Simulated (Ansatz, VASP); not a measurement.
# Ni in VASP and in Ansatz

The input INCAR:

```
PREC = Accurate
ENCUT = 600
EDIFF = 1E-7
ISMEAR = 1
SIGMA = 0.1
LREAL = False
LASPH = True
NELM = 150
ALGO = Normal
ISIF = 3
LWAVE = False
LCHARG = False
ISPIN = 2
MAGMOM = 0.7
LORBIT = 11
LMAXMIX = 4
GGA = PS
IBRION = 2
NSW = 80
EDIFFG = -0.01
```

Contents of KPOINTS:

```
Automatic mesh
0
Gamma
  24 24 24
```

File POSCAR:

```
Ni
1.0
    0.0000000000      1.7619350000      1.7619350000
    1.7619350000      0.0000000000      1.7619350000
    1.7619350000      1.7619350000      0.0000000000
Ni
1
Direct
    0.0000000000      0.0000000000      0.0000000000
```

Input for Ansatz:

```yaml
crystal:
  lattice:
    - [0.0, 1.761935, 1.761935]
    - [1.761935, 0.0, 1.761935]
    - [1.761935, 1.761935, 0.0]
  atoms:
    - { symbol: Ni, position: [0.0, 0.0, 0.0], spin: 0.7 }
magnetization:
  spin_polarized: true
scf:
  occupations: { method: methfessel_paxton, width: 0.1 }
output:
  forces: true
  stress: true
  eigenvalues: true
  populations: true
  write_density: true
  write_potential: true
  elf: true
  volumetric_format: npy
kpoints:
  mp_grid: { grid: [24, 24, 24] }
hamiltonian:
  xc: pbesol
relax:
  f_tol: 0.01
  adjacent_minimum: "off"
  cell: { stress_tol: 0.05 }
```

Alike in both runs: task relaxation of cell and atoms; functional PBEsol; k mesh 24 × 24 × 24; occupations methfessel-paxton of order 1, width 0.1 eV; collinear spin.

|  | VASP | Ansatz |
| --- | --- | --- |
| version | VASP 6.6.1 | Ansatz 0.2.0 |
| potentials or method | VASP PAW PBE potentials, release 64 (Ni) | scalar-relativistic, plane waves, PAW |
| plane-wave cutoff (eV) | 600 | 420 |
| valence electrons in the cell | 10 | 18 |

Ansatz gave:

* gap on the k mesh at the Fermi level, each at its own relaxed structure (eV): none
* net moment per atom (μB): 0.65
* size of the moment on the site where the two differ most (μB): 0.69
* relaxed volume (Å³/atom): 10.39
* relaxed cell length with the largest relative difference (Å): 2.449

**Question.** Which values does VASP return?

**Answer.** gap on the k mesh at the Fermi level, each at its own relaxed structure (eV): none; net moment per atom (μB): 0.63; size of the moment on the site where the two differ most (μB): 0.63; relaxed volume (Å³/atom): 10.38; relaxed cell length with the largest relative difference (Å): 2.448.

VASP's potentials were made for PBE, not for PBEsol. Site moments also hang on the region over which each program counts them. A gap of «none» marks a metal or a gap that the smearing closes. VASP's potentials hold 10 valence electrons a cell and Ansatz's 18, so a difference there can come from the potentials and not from the codes.
